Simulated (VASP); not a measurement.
# HfN (Pm-3m) in VASP: single point with PBE

Aim: the single point of HfN with PBE.

Everything below comes from runs of VASP 6.6.1. Logs are shortened: lines on timing, memory, paths and dates and some standing lists are left out, and cuts for length are marked.

### 1 The cell of the first run

Symmetry: Pm-3m, No. 221, cubic system. The conventional cell has a = 2.846 Å, b = 2.846 Å, c = 2.846 Å, α = 90.00°, β = 90.00°, γ = 90.00°. Within 3.3 Å of Hf (site symmetry m-3m) lie 8 N at 2.46 Å and 6 Hf at 2.85 Å. N (site symmetry m-3m) has 8 Hf at 2.46 Å and 6 N at 2.85 Å within 3.3 Å.

### 2 Single point, PBE

INCAR

```
PREC     = Accurate       # precision mode
ENCUT    = 520            # plane-wave cutoff, eV
EDIFF    = 1E-6           # SCF threshold, eV
ISMEAR   = 0              # smearing method
SIGMA    = 0.15           # smearing width, eV
LREAL    = F              # projectors in reciprocal space
LASPH    = T              # aspherical terms in the spheres
NELM     = 100            # most SCF steps
ALGO     = Normal         # electronic algorithm
ISIF     = 2              # what is computed and relaxed
LWAVE    = F              # write WAVECAR
LCHARG   = F              # write CHGCAR
GGA      = PE             # functional
NBANDS   = 14             # bands
```

KPOINTS

```
Automatic mesh
0
Gamma
  20 20 20
```

POSCAR

```
HfN
1.0
   -0.9487205506      1.8974411011      1.8974411011
    1.8974411011     -0.9487205506      1.8974411011
    1.8974411011      1.8974411011     -0.9487205506
Hf N
1 1
Direct
    0.0000000000      0.0000000000      0.0000000000
    0.5000000000      0.5000000000      0.5000000000
```

Potentials or basis: VASP PAW PBE potentials, release 64 (Hf_pv, N).

Launch:

```sh
$ cat potpaw_PBE.64/Hf_pv/POTCAR potpaw_PBE.64/N/POTCAR > POTCAR
$ mpirun -np 1 vasp_std > vasp.out
```

OUTCAR:

```text
PREC = Accurate
   ENCUT = 520
   EDIFF = 1E-6
   ISMEAR = 0
   LREAL = F
   LASPH = T
   NELM = 100
   ISIF = 2
   GGA = PE

 ion  position               nearest neighbor table
   1  0.000  0.000  0.000-   2 2.46   2 2.46   2 2.46   2 2.46   2 2.46   2 2.46   2 2.46   2 2.46

   2  0.500  0.500  0.500-   1 2.46   1 2.46   1 2.46   1 2.46   1 2.46   1 2.46   1 2.46   1 2.46

  LATTYP: Found a simple cubic cell.
 ALAT       =     2.8461616517

  Lattice vectors:

 A1 = (  -0.9487205506,   1.8974411011,   1.8974411011)
 A2 = (   1.8974411011,  -0.9487205506,   1.8974411011)
 A3 = (   1.8974411011,   1.8974411011,  -0.9487205506)

Analysis of symmetry for initial positions (statically):
=====================================================================
 Subroutine PRICEL returns:
 Original cell was already a primitive cell.

 Routine SETGRP: Setting up the symmetry group for a
 simple cubic supercell.

 Subroutine GETGRP returns: Found 48 space group operations
 (whereof 48 operations were pure point group operations)
 out of a pool of 48 trial point group operations.

The static configuration has the point symmetry O_h .

Analysis of symmetry for dynamics (positions and initial velocities):
=====================================================================
 Subroutine PRICEL returns:
 Original cell was already a primitive cell.

 Routine SETGRP: Setting up the symmetry group for a
 simple cubic supercell.

 Subroutine GETGRP returns: Found 48 space group operations
 (whereof 48 operations were pure point group operations)
 out of a pool of 48 trial point group operations.

The dynamic configuration has the point symmetry O_h .

 Subroutine INISYM returns: Found 48 space group operations
 (whereof 48 operations are pure point group operations),
 and found     1 'primitive' translations

----------------------------------------------------------------------------------------

                                     Primitive cell

  volume of cell :      23.0557

  direct lattice vectors                    reciprocal lattice vectors
    -0.948720551  1.897441101  1.897441101    -0.117116796  0.234233592  0.234233592
     1.897441101 -0.948720551  1.897441101     0.234233592 -0.117116796  0.234233592
     1.897441101  1.897441101 -0.948720551     0.234233592  0.234233592 -0.117116796

  length of vectors
     2.846161652  2.846161652  2.846161652     0.351350388  0.351350388  0.351350388

  position of ions in fractional coordinates (direct lattice)
     0.000000000  0.000000000  0.000000000
     0.500000000  0.500000000  0.500000000

  ion indices of the primitive-cell ions
   primitive index   ion index
                 1           1
                 2           2

----------------------------------------------------------------------------------------

 KPOINTS: Automatic mesh

Automatic generation of k-mesh.
 Grid dimensions read from file:
 generate k-points for:   20   20   20

 Generating k-lattice:

  Cartesian coordinates                     Fractional coordinates (reciprocal lattice)
    -0.005855840  0.011711680  0.011711680     0.050000000 -0.000000000 -0.000000000
     0.011711680 -0.005855840  0.011711680    -0.000000000  0.050000000 -0.000000000
     0.011711680  0.011711680 -0.005855840    -0.000000000 -0.000000000  0.050000000

  Length of vectors
     0.017567519  0.017567519  0.017567519

  Shift w.r.t. Gamma in fractional coordinates (k-lattice)
     0.000000000  0.000000000  0.000000000

 Subroutine IBZKPT returns following result:
 ===========================================

 Found    286 irreducible k-points:

 Following reciprocal coordinates:
            Coordinates               Weight
  0.000000  0.000000  0.000000      1.000000
  0.050000  0.000000  0.000000      6.000000
  0.100000  0.000000 -0.000000      6.000000
  0.150000  0.000000 -0.000000      6.000000
  0.200000  0.000000 -0.000000      6.000000
  0.250000 -0.000000 -0.000000      6.000000
[... 16 lines left out ...]
  0.150000  0.100000  0.000000     24.000000
  0.200000  0.100000  0.000000     24.000000
 [... further k-points ...]
   k-points           NKPTS =    286   k-points in BZ     NKDIM =    286   number of bands    NBANDS=     14
   number of dos      NEDOS =    301   number of ions     NIONS =      2
   total plane-waves  NPLWV =  13824
   dimension x,y,z NGX =    24 NGY =   24 NGZ =   24
   dimension x,y,z NGXF=    48 NGYF=   48 NGZF=   48
   ions per type =               1   1
   NGX,Y,Z   is equivalent  to a cutoff of  14.02, 14.02, 14.02 a.u.
   NGXF,Y,Z  is equivalent  to a cutoff of  28.04, 28.04, 28.04 a.u.
 SYSTEM =  unknown system
   PREC   = accura    normal or accurate (medium, high low for compatibility)
   ISTART =      0    job   : 0-new  1-cont  2-samecut
   ICHARG =      2    charge: 1-file 2-atom 10-const
   ISPIN  =      1    spin polarized calculation?
   LNONCOLLINEAR =      F non collinear calculations
   LSORBIT =      F    spin-orbit coupling
   LASPH  =      T    aspherical Exc in radial PAW
   ENCUT  =  520.0 eV  38.22 Ry    6.18 a.u.   5.29  5.29  5.29*2*pi/ulx,y,z
   NELM   =    100;   NELMIN=  2; NELMDL= -5     # of ELM steps
   EDIFF  = 0.1E-05   stopping-criterion for ELM
   LREAL  =      F    real-space projection
   EDIFFG = 0.1E-04   stopping-criterion for IOM
   NSW    =      0    number of steps for IOM
   IBRION =     -1    ionic relax: 0-MD 1-quasi-New 2-CG
   NFREE  =      0    steps in history (QN), initial steepest desc. (CG)
   ISIF   =      2    stress and relaxation
   ISYM   =      2    0-nonsym 1-usesym 2-fastsym
   POTIM  = 0.5000    time-step for ionic-motion
   TEBEG  =    0.0;   TEEND  =   0.0 temperature during run
   PSTRESS=    0.0 pullay stress
   NELECT =      15.0000    total number of electrons
   NUPDOWN=      -1.0000    fix difference up-down
   EMIN   =  10.00;   EMAX   =-10.00  energy-range for DOS
   EFERMI =   0.00;   METHOD = LEGACY
   ISMEAR =     0;   SIGMA  =   0.15  broadening in eV -4-tet -1-fermi 0-gaus
   EFERMI_NEDOS =   21; number of points for ismear=-14 and -15
   IALGO  =     38    algorithm
   IMIX   =      4    mixing-type and parameters
     AMIX     =   0.40;   BMIX     =  1.00
     AMIX_MAG =   1.60;   BMIX_MAG =  1.00
  volume/ion in A,a.u.               =      11.53        77.79
  Fermi-wavevector in a.u.,A,eV,Ry     =   1.418553  2.680677 27.378918  2.012294
  Thomas-Fermi vector in A             =   2.539667
   LORBIT       =      0    0 simple, 1 ext, 2 COOP (PROOUT), +10 PAW based schemes
   GGA     = PE    functional components
   LHFCALC =     F    Hartree Fock is set to
   AEXX    =    0.0000 exact exchange contribution
   IVDW    =     0    specifies the selected vdW correction
   LEPSILON=     F    determine dielectric tensor
   LRPA    =     F    only Hartree local field effects (RPA)
 non-spin polarized calculation
 Gauss-broadening in eV      SIGMA  =   0.15
  energy-cutoff  :      520.00
  volume of cell :       23.06
 maximum number of plane-waves:       638
 NGX is ok and might be reduce to    24
   NGX = 11   NGY = 11   NGZ = 11

 number of electron      14.9999997 magnetization

 Free energy of the ion-electron system (eV)
  ---------------------------------------------------
  ext. energy  EPLUGINS =         0.00000000
  ---------------------------------------------------
  free energy    TOTEN  =       -19.75729352 eV

  energy without entropy =      -19.74439184  energy(sigma->0) =      -19.75084268

 E-fermi :   7.1619     XC(G=0): -12.8116

 val. band max:        7.1531273259   @ k =   0.4500   0.4500   0.1500
 cond. band min:       7.1620882789   @ k =   0.4000   0.1500   0.1500
 fundamental gap:      0.0089609530
 Fermi energy:         7.1619200967

 k-point     1 :       0.0000    0.0000    0.0000
  band No.  band energies     occupation
      1     -23.0531      2.00000
      2     -23.0531      2.00000
      3     -23.0531      2.00000
      4      -8.7675      2.00000
      5       4.8843      2.00000
      6       4.8843      2.00000
      7       6.1343      2.00000
      8       6.1343      2.00000
      9       6.1343      2.00000
     10      10.2388      0.00000
     11      13.4147      0.00000
     12      13.4147      0.00000
     13      13.4147      0.00000
     14      20.1596      0.00000

 k-point     2 :       0.0500    0.0000    0.0000
  band No.  band energies     occupation
      1     -23.0865      2.00000
      2     -23.0502      2.00000
      3     -23.0502      2.00000
      4      -8.7209      2.00000
      5       4.7393      2.00000
      6       4.9085      2.00000
      7       6.0953      2.00000
      8       6.0953      2.00000
      9       6.1924      2.00000
     10      10.4288      0.00000
     11      13.4236      0.00000
     12      13.4236      0.00000
     13      13.4280      0.00000
     14      20.1595      0.00000

 k-point     3 :       0.1000    0.0000   -0.0000
  band No.  band energies     occupation
      1     -23.1826      2.00000
      2     -23.0418      2.00000
      3     -23.0418      2.00000
      4      -8.5844      2.00000
      5       4.2878      2.00000
      6       4.9797      2.00000
      7       5.9830      2.00000
      8       5.9830      2.00000
      9       6.4644      2.00000
     10      10.9152      0.00000
     11      13.4521      0.00000
     12      13.4521      0.00000
     13      13.4666      0.00000
     14      20.1594      0.00000
[... 324 lines left out ...]
 k-point    23 :       0.1500    0.1000    0.0000
  band No.  band energies     occupation
      1     -23.3173      2.00000
      2     -23.1531      2.00000
      3     -23.0176      2.00000
      4      -8.2133      2.00000
      5       3.6470      2.00000
      6       4.4868      2.00000
      7       5.7451      2.00000
      8       5.9338      2.00000
      9       7.5148      0.00088
     10      11.4886      0.00000
     11      12.8683      0.00000
     12      13.8226      0.00000
     13      14.0799      0.00000
     14      20.1593      0.00000

 k-point    24 :       0.2000    0.1000    0.0000
  band No.  band energies     occupation
      1     -23.4944      2.00000
      2     -23.1355      2.00000
      3     -23.0013      2.00000
      4      -7.9536      2.00000
      5       2.8924      2.00000
      6       4.5624      2.00000
      7       5.5793      2.00000
      8       6.0361      2.00000
      9       8.1392      0.00000
     10      11.8063      0.00000
     11      12.7843      0.00000
     12      14.1026      0.00000
     13      14.2017      0.00000
     14      20.1591      0.00000

 [... further k-points ...]
[... 5 lines left out ...]
  --------------------------------------------------------------------------------------
  -------------------------------------------------------------------------------------
  Total       -1.0697298     -1.0697298     -1.0697298      0.0000000      0.0000000      0.0000000
  in kB      -74.3371616    -74.3371616    -74.3371616      0.0000000      0.0000000      0.0000000
  external PRESSURE =     -74.3371616 kB  Pullay stress =       0.0000000 kB

 VOLUME and BASIS-vectors are now :
 -----------------------------------------------------------------------------
  energy-cutoff  :      520.00
  volume of cell :       23.06
      direct lattice vectors                 reciprocal lattice vectors
    -0.948720551  1.897441101  1.897441101    -0.117116796  0.234233592  0.234233592
     1.897441101 -0.948720551  1.897441101     0.234233592 -0.117116796  0.234233592
     1.897441101  1.897441101 -0.948720551     0.234233592  0.234233592 -0.117116796

 POSITION                                       TOTAL-FORCE (eV/Angst)
 -----------------------------------------------------------------------------------
      0.00000      0.00000      0.00000        -0.000000     -0.000000      0.000000
      1.42308      1.42308      1.42308         0.000000      0.000000     -0.000000
 -----------------------------------------------------------------------------------
    total drift:                               -0.000000     -0.000000      0.000000

  FREE ENERGIE OF THE ION-ELECTRON SYSTEM (eV)
  ---------------------------------------------------
  free  energy   TOTEN  =       -19.7572935195 eV

  energy  without entropy=      -19.7443918442  energy(sigma->0) =      -19.75084268
```

Wall time 1.8 min (1 thread of AMD EPYC 7R13 (Zen 3), shared host); peak memory 0.18 GiB.

Results:

```
Free energy : -19.7573 eV
Pressure    : -7.4 GPa
```

Caveat: spin-orbit coupling is left out, which moves the levels of the heavy elements.
